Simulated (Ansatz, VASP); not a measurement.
# AlNi3: VASP beside Ansatz

```xyz
4
Lattice="0.1352 2.8220 2.8220 2.8220 0.1352 2.8220 2.8220 2.8220 0.1352" Properties=species:S:1:pos:R:3 pbc="T T T"
Al    2.8896    2.8896    2.8896
Ni    1.4448    1.4448    1.4448
Ni    0.0000    0.0000    0.0000
Ni    4.3345    4.3345    4.3345
```

Alike in both runs: task single point; functional PBEsol; k mesh 14 × 14 × 14; occupations gaussian, width 0.15 eV; no spin polarisation.

|  | VASP | Ansatz |
| --- | --- | --- |
| version | VASP 6.6.1 | Ansatz 0.2.0 |
| potentials or method | VASP PAW PBE potentials, release 64 (Al, Ni), cutoff 520 eV | scalar-relativistic, plane waves, PAW |
| valence electrons in the cell | 33 | 57 |

Ansatz gave:

| Item | Value |
| --- | --- |
| gap on the k mesh at the Fermi level (eV) | none |
| pressure (GPa) | 12.4 |
| traceless stress, the component that is largest in VASP (GPa) | -7.58 |
| rms of the force components (eV/Å) | 0.039 |

Task: Estimate VASP's values.

Result: gap on the k mesh at the Fermi level (eV): none; pressure (GPa): 12.4; traceless stress, the component that is largest in VASP (GPa): -7.53; rms of the force components (eV/Å): 0.035.

VASP's potentials were made for PBE, not for PBEsol, and Ansatz warns of the same on its side. Atom by atom the forces differ by 0.004 eV/Å (rms over components). A gap of «none» marks a metal or a gap that the smearing closes. VASP's potentials hold 33 valence electrons a cell and Ansatz's 57, so a difference there can come from the potentials and not from the codes.
